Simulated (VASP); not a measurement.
Write the native input for VASP 6.6.1 that does the following.

```
Task                   : single point
Functional             : PBE
Dispersion             : D3(BJ)
Potentials or basis    : VASP PAW PBE potentials, release 64 (In_d, As)
Cutoff                 : 520 eV
k mesh                 : 4 × 4 × 4
Occupations            : gaussian, width 0.1 eV
Spin                   : no spin polarisation
Dipole correction      : no
Further INCAR settings : ALGO = Normal; EDIFF = 1e-06; NBANDS = 16
```

The structure of InAs lies in POSCAR:

```
InAs
1.0
    0.0000000000      3.0180000000      3.0180000000
    3.0180000000      0.0000000000      3.0180000000
    3.0180000000      3.0180000000      0.0000000000
In As
1 1
Direct
    0.0000000000      0.0000000000      0.0000000000
    0.2500000000      0.2500000000      0.2500000000
```

The input as run:

INCAR

```
PREC = Accurate
ENCUT = 520
EDIFF = 1E-6
ISMEAR = 0
SIGMA = 0.1
LREAL = F
LASPH = T
NELM = 60
ALGO = Normal
ISIF = 2
LWAVE = F
LCHARG = T
GGA = PE
IVDW = 12
LELF = T
LVHAR = T
NBANDS = 16
```

KPOINTS

```
Automatic mesh
0
Gamma
  4 4 4
```

Potentials or basis: VASP PAW PBE potentials, release 64 (In_d, As).

Command:

```console
$ cat potpaw_PBE.64/In_d/POTCAR potpaw_PBE.64/As/POTCAR > POTCAR
$ mpirun -np 1 vasp_std > vasp.out
```

It gave:

```yaml
Pressure: 2.8 GPa
Band_gap_on_the_k_mesh: zero (filled and empty bands touch)
Dispersion_energy_per_atom: -0.325 eV
```

Caveat: the k points lie up to 0.45 Å⁻¹ apart; three body term missing; spin-orbit coupling is left out, which moves the levels of the heavy elements; pairwise dispersion overbinds metals, which lowers pressure and volume.

Run time: 18 s on 1 thread of Intel Xeon 8259CL (shared host), peak memory 0.18 GiB.
